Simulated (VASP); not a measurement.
BeTe, 2 atoms in the cell. The structure is cubic, space group F-43m (No. 216). Conventional cell: a = 5.557 Å, b = 5.557 Å, c = 5.557 Å, α = 90.00°, β = 90.00°, γ = 90.00°. Within 3.2 Å of Be (site symmetry -43m) lie 4 Te at 2.41 Å. Te (site symmetry -43m) has 4 Be at 2.41 Å within 3.2 Å. 

```yaml
Program: VASP 6.6.1
Task: elastic constants
Functional: LDA
Potentials_or_basis: VASP PAW LDA potentials, release 64 (Be, Te)
Cutoff: 600 eV
k_mesh: 8 × 8 × 8
Occupations: gaussian, width 0.01 eV
Spin: no spin polarisation
Dipole_correction: no
Ions_in_elastic_constants: relaxed
Further_INCAR_settings: ALGO = Normal; EDIFF = 1e-08; NBANDS = 11; IBRION = 6; POTIM = 0.015; NSW = 1; ISIF = 3
```

Potentials or basis: VASP PAW LDA potentials, release 64 (Be, Te).

Launch:

```sh
$ cat potpaw_LDA.64/Be/POTCAR potpaw_LDA.64/Te/POTCAR > POTCAR
$ mpirun -np 1 vasp_std > vasp.out
```

Hardware: 1 thread of Intel(R) Xeon(R) Platinum 8559C (Emerald Rapids) (shared host).

Problem. Estimate the wall time of this run.

Solution. Run time: 3.1 min on 1 thread of Intel(R) Xeon(R) Platinum 8559C (Emerald Rapids) (shared host), peak memory 0.27 GiB. Counts: scf iterations 154, k points 29.
